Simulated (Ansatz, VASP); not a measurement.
**Two plane-wave programs on LiCl**

INCAR

```
SYSTEM = LiCl
PREC = Accurate
ENCUT = 520
EDIFF = 1E-7
ISMEAR = 0
SIGMA = 0.02
LREAL = .False.
LASPH = .True.
NELM = 60
ALGO = Normal
ISIF = 2
LWAVE = .False.
LCHARG = .False.
GGA = PE
NBANDS = 12
```

File KPOINTS:

```
regular mesh
0
Gamma
  8 8 8
  0 0 0
```

The input POSCAR:

```
LiCl
1.0
    0.0000000000      2.6724769587      2.6724769587
    2.6724769587      0.0000000000      2.6724769587
    2.6724769587      2.6724769587      0.0000000000
Li Cl
1 1
Direct
    0.0000000000      0.0000000000      0.0000000000
    0.2500000000      0.2500000000      0.2500000000
```

Input for Ansatz:

```yaml
crystal:
  lattice:
    - [0.0, 2.6724769587, 2.6724769587]
    - [2.6724769587, 0.0, 2.6724769587]
    - [2.6724769587, 2.6724769587, 0.0]
  atoms:
    - { symbol: Li, position: [0.0, 0.0, 0.0] }
    - { symbol: Cl, position: [0.25, 0.25, 0.25] }
basis:
  ecutwfc: 420
kpoints:
  mp_grid: { grid: [8, 8, 8] }
hamiltonian:
  xc: pbe
scf:
  occupations: { method: gaussian, width: 0.02 }
output:
  forces: true
  stress: true
  eigenvalues: true
  write_density: true
  write_potential: true
  elf: true
  volumetric_format: npy
```

Alike in both runs: task single point; functional PBE; k mesh 8 × 8 × 8; occupations gaussian, width 0.02 eV; no spin polarisation.

|  | VASP | Ansatz |
| --- | --- | --- |
| version | VASP 6.6.1 | Ansatz 0.2.0 |
| potentials or method | VASP PAW PBE potentials, release 64 (Li_sv, Cl), cutoff 520 eV | scalar-relativistic, plane waves, PAW |
| valence electrons in the cell | 10 | 10 |

|  | VASP | Ansatz | Ansatz less VASP |
| --- | --- | --- | --- |
| gap on the k mesh at the Fermi level (eV) | 6.30 | 6.29 | -0.006 |
| least direct gap on the mesh (eV) | 6.30 | 6.29 | -0.006 |

Noted on VASP's run: the cutoff is short for stress, so the pressure is rough.
